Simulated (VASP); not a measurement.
# RbBr (Cm) in VASP: a series of runs, part 2 of 2

VASP 6.6.1.

## Step 3: Single point, PBEsol (atom 1 (Rb) moved by (-0.300, -0.150) A along [1 1 0] and z)

The input, INCAR:

```
ALGO = Normal
EDIFF = 1E-7
ENCUT = 520
GGA = PS
ISIF = 2
ISMEAR = 0
LASPH = True
LCHARG = False
LREAL = False
LWAVE = False
NBANDS = 15
NELM = 80
PREC = Accurate
SIGMA = 0.05
```

The input, KPOINTS:

```
k-points
0
Gamma
  6 6 6
```

The input, POSCAR:

```
RbBr
1.0
    4.1260773000      0.0000000000      0.0000000000
    0.0000000000      4.1260773000      0.0000000000
    0.0000000000      0.0000000000      4.1260773000
Rb Br
1 1
Direct
   -0.0514125206     -0.0514125206     -0.0363541420
    0.5000000000      0.5000000000      0.5000000000
```

Potentials or basis: VASP PAW PBE potentials, release 64 (Rb_sv, Br).

Started as:

```sh
cat potpaw_PBE.64/Rb_sv/POTCAR potpaw_PBE.64/Br/POTCAR > POTCAR
mpirun -np 1 vasp_std > vasp.out
```

OUTCAR:

```text
EDIFF = 1E-7
   ENCUT = 520
   GGA = PS
   ISIF = 2
   ISMEAR = 0
   LASPH = True
   LREAL = False
   NELM = 80
   PREC = Accurate

 ion  position               nearest neighbor table
   1  0.949  0.949  0.964-   2 3.24   2 3.43   2 3.50   2 3.50   2 3.67   2 3.67   2 3.74   2 3.91

   2  0.500  0.500  0.500-   1 3.24   1 3.43   1 3.50   1 3.50   1 3.67   1 3.67   1 3.74   1 3.91

  LATTYP: Found a simple cubic cell.
 ALAT       =     4.1260773000

  Lattice vectors:

[... 619 lines left out ...]
------------------------ aborting loop because EDIFF is reached ----------------------------------------

  FORCE on cell =-STRESS in cart. coord.  units (eV):
  Direction    XX          YY          ZZ          XY          YZ          ZX
  --------------------------------------------------------------------------------------
  -------------------------------------------------------------------------------------
  Total        0.0019390      0.0019390      0.0237410      0.2075944      0.1559274      0.1559274
  in kB        0.0442251      0.0442251      0.5414999      4.7349353      3.5564846      3.5564847
  external PRESSURE =       0.2099834 kB  Pullay stress =       0.0000000 kB

 VOLUME and BASIS-vectors are now :
 -----------------------------------------------------------------------------
  energy-cutoff  :      520.00
  volume of cell :       70.24
      direct lattice vectors                 reciprocal lattice vectors
     4.126077300  0.000000000  0.000000000     0.242360947  0.000000000  0.000000000
     0.000000000  4.126077300  0.000000000     0.000000000  0.242360947  0.000000000
     0.000000000  0.000000000  4.126077300     0.000000000  0.000000000  0.242360947

 POSITION                                       TOTAL-FORCE (eV/Angst)
 -----------------------------------------------------------------------------------
      3.91395      3.91395      3.97608         0.185819      0.185819      0.141230
      2.06304      2.06304      2.06304        -0.185819     -0.185819     -0.141230
 -----------------------------------------------------------------------------------
    total drift:                               -0.000030     -0.000030     -0.000024

  FREE ENERGIE OF THE ION-ELECTRON SYSTEM (eV)
  ---------------------------------------------------
  free  energy   TOTEN  =        -6.2530183625 eV

  energy  without entropy=       -6.2530183625  energy(sigma->0) =       -6.25301836
```

stdout:

```text
POSCAR found type information on POSCAR RbBr
 POSCAR found :  2 types and       2 ions
 scaLAPACK will be used
 -----------------------------------------------------------------------------
|                                                                             |
|                                                                             |
|     You enforced a specific xc type in the INCAR file but a different       |
|     I HOPE YOU KNOW WHAT YOU ARE DOING!                                     |
|                                                                             |
 -----------------------------------------------------------------------------

 LDA part: xc-table for (Slater+PW92), standard interpolation
 POSCAR, INCAR and KPOINTS ok, starting setup
 FFT: planning ... GRIDC
 FFT: planning ... GRID_SOFT
 FFT: planning ... GRID
 WAVECAR not read
 entering main loop
```

Run time: 72 s. Hardware: 1 thread of Intel Xeon 8259CL, shared host; peak memory 0.22 GiB.

Results:

```
Free energy            : -6.2530 eV
Pressure               : 0.0 GPa
Largest force          : 0.298 eV/Å
Band gap on the k mesh : 3.96 eV (least direct gap 4.08 eV)
```

Forces on the atoms (eV/Å):
```
Rb   0.186  0.186  0.141
Br  -0.186 -0.186 -0.141
```

Stress tensor (GPa, compression positive):
```
0.00 0.47 0.36
0.47 0.00 0.36
0.36 0.36 0.05
```

Caveat: the cell differs from its parent crystal (atom 1 (Rb) moved by (-0.300, -0.150) A along [1 1 0] and z); the PAW data sets were made with another functional, which shifts forces and pressure a little.

## Step 4: Single point, PBEsol (atom 1 (Rb) moved by (-0.150, -0.150) A along [1 1 0] and z)

The input, INCAR:

```
SYSTEM = RbBr
PREC     = Accurate       ! precision mode
ENCUT    = 520            ! plane-wave cutoff, eV
EDIFF    = 1E-6           ! SCF threshold, eV
ISMEAR   = 0              ! smearing method
SIGMA    = 0.05           ! smearing width, eV
LREAL    = .False.        ! projectors in reciprocal space
LASPH    = .True.         ! aspherical terms in the spheres
NELM     = 100            ! most SCF steps
ALGO     = Normal         ! electronic algorithm
ISIF     = 2              ! what is computed and relaxed
LWAVE    = .False.        ! write WAVECAR
LCHARG   = .False.        ! write CHGCAR
GGA      = PS             ! functional
NBANDS   = 15             ! bands
```

The input, KPOINTS:

```
Automatic mesh
0
Gamma
  6 6 6
  0 0 0
```

Edit POSCAR of step 3 so:

```diff
@@ -8,3 +8,3 @@
 Direct
-   -0.0514125206     -0.0514125206     -0.0363541420
+   -0.0257062603     -0.0257062603     -0.0363541420
     0.5000000000      0.5000000000      0.5000000000
```

Started as:

```sh
cat potpaw_PBE.64/Rb_sv/POTCAR potpaw_PBE.64/Br/POTCAR > POTCAR
mpirun -np 1 vasp_std > vasp.out
```

It took 84 s on 1 thread of Intel Xeon 8259CL, shared host; peak memory 0.22 GiB.

It converged, with:

```yaml
Free_energy: -6.2807 eV
Pressure: -0.3 GPa
Largest_force: 0.159 eV/Å
Band_gap_on_the_k_mesh: 3.93 eV (least direct gap 4.07 eV)
```

Forces on the atoms (eV/Å):
```
Rb   0.081  0.081  0.110
Br  -0.081 -0.081 -0.110
```

Stress tensor (GPa, compression positive):
```
-0.33  0.12  0.16
 0.12 -0.33  0.16
 0.16  0.16 -0.35
```

Levels at points of the mesh, in eV from the valence-band top:
```
           k point  band 4  band 5  band 6  band 7  band 8  band 9  band 10  band 11  band 12  band 13
(0.00, 0.00, 0.00)   -8.99   -8.99   -0.16   -0.16   -0.14    3.93     5.51     5.54     9.91     9.96
(0.50, 0.00, 0.00)   -8.95   -8.94   -1.74   -0.23   -0.21    6.76     6.93     7.53     8.43     9.86
(0.00, 0.00, 0.50)   -8.94   -8.94   -1.74   -0.22   -0.22    6.76     6.94     7.55     8.51     9.82
(0.50, 0.50, 0.00)   -9.31   -8.91   -1.06   -1.05    0.00    5.22     6.14     7.92     7.95    10.63
(0.00, 0.50, 0.50)   -9.30   -8.91   -1.06   -1.06    0.00    5.22     6.13     7.92     7.95    10.59
(0.50, 0.50, 0.50)   -9.22   -9.22   -1.35   -1.35   -1.33    7.93     8.02     8.08     9.36     9.43
```

Caveat: the cell differs from its parent crystal (atom 1 (Rb) moved by (-0.150, -0.150) A along [1 1 0] and z); the PAW data sets were made with another functional, which shifts forces and pressure a little. A k mesh can miss the band edges.

## Step 5: Summary

```csv
cell,gap on the mesh (eV),pressure (GPa),largest force (eV/Å)
"as given, atomic positions A",3.98,0.4,0.44
"as given, atomic positions B",3.96,0.0,0.30
"as given, atomic positions C",3.93,-0.3,0.16
```

Alike in all rows: task single point; level PBEsol; potentials or basis VASP PAW PBE potentials, release 64 (Rb_sv, Br); no spin polarisation; k mesh 6 × 6 × 6; cutoff (eV) 520; smearing gaussian 0.05 eV.

Caveats: the PAW data sets were made with another functional, which shifts forces and pressure a little.

Total energies depend on the potentials used, so only differences within one code and one set of settings carry meaning.
